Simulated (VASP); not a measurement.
**GaSb: single point with LDA**

The system is GaSb.

```
Ga Sb
1.0
    -2.81585    2.81585    1.72330
     2.81585   -2.81585    1.72330
     2.81585    2.81585   -1.72330
Ga Sb
1 1
Direct
  0.25000 0.75000 0.50000
  0.00000 0.00000 0.00000
```

| Item | Value |
| --- | --- |
| Program | VASP 6.6.1 |
| Task | single point |
| Functional | LDA |
| Potentials or basis | VASP PAW LDA potentials, release 64 (Ga_d, Sb) |
| Cutoff | 520 eV |
| k mesh | 16 × 16 × 16 |
| Occupations | gaussian, width 0.15 eV |
| Spin | no spin polarisation |
| Dipole correction | no |
| Further INCAR settings | ALGO = Normal; EDIFF = 1e-06; NBANDS = 16 |

```
Pressure               : -7.8 GPa
Band gap on the k mesh : zero (bands 9 and 10 overlap by 4.28 eV)
```

Stress tensor (GPa, compression positive):
```
-7.66  0.00  0.00
 0.00 -7.66  0.00
 0.00  0.00 -8.21
```

Levels at points of the mesh, in eV from the Fermi level:
| k point | band 6 | band 7 | band 8 | band 9 | band 10 | band 11 | band 12 | band 13 |
| --- | --- | --- | --- | --- | --- | --- | --- | --- |
| (0.00, 0.00, 0.00) | -11.08 | -2.94 | -1.37 | -1.37 | 3.56 | 3.91 | 6.05 | 6.51 |
| (0.50, 0.00, 0.00) | -8.41 | -5.26 | -2.24 | -1.42 | -0.83 | 2.58 | 3.06 | 4.76 |
| (0.50, 0.50, 0.00) | -9.77 | -7.29 | 0.20 | 1.70 | 2.12 | 2.48 | 3.66 | 5.46 |
| (0.50, 0.50, 0.50) | -8.84 | -5.48 | -4.18 | -4.18 | 2.27 | 3.86 | 9.35 | 9.35 |

Wall time 3.3 min on 1 thread of Intel(R) Xeon(R) Platinum 8488C (Sapphire Rapids), on a shared host, peak memory 0.41 GiB.

Caveat: the cell stands under tension; spin-orbit coupling is left out, which moves the levels of the heavy elements.
